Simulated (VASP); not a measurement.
Re, 1 atom in the cell. It takes space group Fm-3m (No. 225, cubic). Conventional cell: a = 3.752 Å, b = 3.752 Å, c = 3.752 Å, α = 90.00°, β = 90.00°, γ = 90.00°. Within 3.5 Å of Re (site symmetry m-3m) lie 12 Re at 2.65 Å. This isn't the form of Re at room conditions, which is hcp.

```yaml
Program: VASP 6.6.1
Task: single point
Functional: PBE
Potentials_or_basis: VASP PAW PBE potentials, release 64 (Re)
Cutoff: 520 eV
k_mesh: 24 × 24 × 24
Occupations: gaussian, width 0.1 eV
Spin: no spin polarisation
Dipole_correction: no
Further_INCAR_settings: ALGO = Normal; EDIFF = 1e-07; NBANDS = 10
```

Potentials or basis: VASP PAW PBE potentials, release 64 (Re).

Command:

```console
$ cat potpaw_PBE.64/Re/POTCAR > POTCAR
$ mpirun -np 1 vasp_std > vasp.out
```

Hardware: 1 thread of Intel(R) Xeon(R) Platinum 8259CL CPU @ 2.50GHz (Skylake/Cascade Lake), on a shared host.

Task: How long does it take, and how much memory?

Result: Wall time 43 s on 1 thread of Intel(R) Xeon(R) Platinum 8259CL CPU @ 2.50GHz (Skylake/Cascade Lake), on a shared host, peak memory 0.17 GiB. Counts: scf iterations 11, k points 413.
